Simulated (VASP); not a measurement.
PtSe2 (Sudovikovite):

```
CELL_PARAMETERS angstrom
3.72866 0.00000 0.00000
-1.86433 3.22911 0.00000
0.00000 0.00000 5.27703
ATOMIC_POSITIONS crystal
Pt 0.00000 0.00000 0.00000
Se 0.33333 0.66667 0.24622
Se 0.66667 0.33333 0.75378
```

Base run:

| Property | Result |
| --- | --- |
| Program | VASP 6.6.1 |
| Functional | LDA |
| Potentials or basis | VASP PAW LDA potentials, release 64 (Pt, Se) |
| Cutoff | 520 eV |
| k mesh | 12 × 12 × 6 |
| Occupations | fermi-dirac, width 0.02 eV |
| Spin | no spin polarisation |

Its results: band gap on the k mesh zero (band 11 reaches 6.15 eV, above the bottom of band 12 at 5.93 eV); pressure -3.2 GPa; largest force 0.204 eV/Å.

Question: The run is repeated on the same cell with these changes: functional from LDA to PBE; potentials or basis from VASP PAW LDA potentials, release 64 (Pt, Se) to VASP PAW PBE potentials, release 64 (Pt, Se). What comes out?

Answer: Band gap on the k mesh zero (band 11 reaches 6.19 eV, above the bottom of band 12 at 6.03 eV); pressure 3.8 GPa; largest force 0.173 eV/Å.

Caveats: spin-orbit coupling is left out, which moves the levels of the heavy elements.
